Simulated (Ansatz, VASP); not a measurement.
SiC in VASP and in Ansatz

```
Si C
1.0
     3.04429    0.00000    0.00000
    -1.52215    2.63643    0.00000
     0.00000    0.00000    4.99711
Si C
2 2
Direct
  0.33333 0.66667 0.49959
  0.66667 0.33333 0.99959
  0.33333 0.66667 0.87541
  0.66667 0.33333 0.37541
```

Alike in both runs: task single point; functional r2SCAN; k mesh 9 × 9 × 4; no spin polarisation.

|  | VASP | Ansatz |
| --- | --- | --- |
| version | VASP 6.6.1 | Ansatz 0.2.0 |
| potentials or method | VASP PAW PBE potentials, release 64 (Si, C) | plane waves, PAW |
| plane-wave cutoff (eV) | 520 | 500 |
| occupations | gaussian, width 0.01 eV | fixed |
| valence electrons in the cell | 16 | 16 |

|  | VASP | Ansatz | Ansatz less VASP |
| --- | --- | --- | --- |
| gap on the k mesh at the Fermi level (eV) | 2.61 | 2.61 | -0.007 |
| pressure (GPa) | 7.2 | 7.4 | +0.22 |
| traceless stress, the component that is largest in VASP (GPa) | -0.13 | -0.15 | -0.016 |

VASP's potentials were made for PBE, not for r2SCAN.
